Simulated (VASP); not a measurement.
SnSe, 4 atoms in the cell. The cell holds a slab with vacuum, 4 atoms: a = 4.314 Å, b = 4.314 Å, c = 11.063 Å, α = 90.00°, β = 90.00°, γ = 90.00°. 

```yaml
Program: VASP 6.6.1
Task: single point
Functional: LDA
Potentials_or_basis: VASP PAW LDA potentials, release 64 (Sn_d, Se)
Cutoff: 520 eV
k_mesh: 6 × 6 × 3
Occupations: fermi-dirac, width 0.05 eV
Spin: no spin polarisation
Dipole_correction: no
Further_INCAR_settings: ALGO = Normal; EDIFF = 1e-07; NBANDS = 28
```

Potentials or basis: VASP PAW LDA potentials, release 64 (Sn_d, Se).

The run is started by

```console
$ cat potpaw_LDA.64/Sn_d/POTCAR potpaw_LDA.64/Se/POTCAR > POTCAR
$ mpirun -np 1 vasp_std > vasp.out
```

Hardware: 1 thread of Intel(R) Xeon(R) Platinum 8259CL CPU @ 2.50GHz (Skylake/Cascade Lake), on a shared host.

How long does it take, and how much memory?

Run time: 94 s on 1 thread of Intel(R) Xeon(R) Platinum 8259CL CPU @ 2.50GHz (Skylake/Cascade Lake) (shared host), peak memory 0.28 GiB. Counts: scf iterations 17, k points 20.
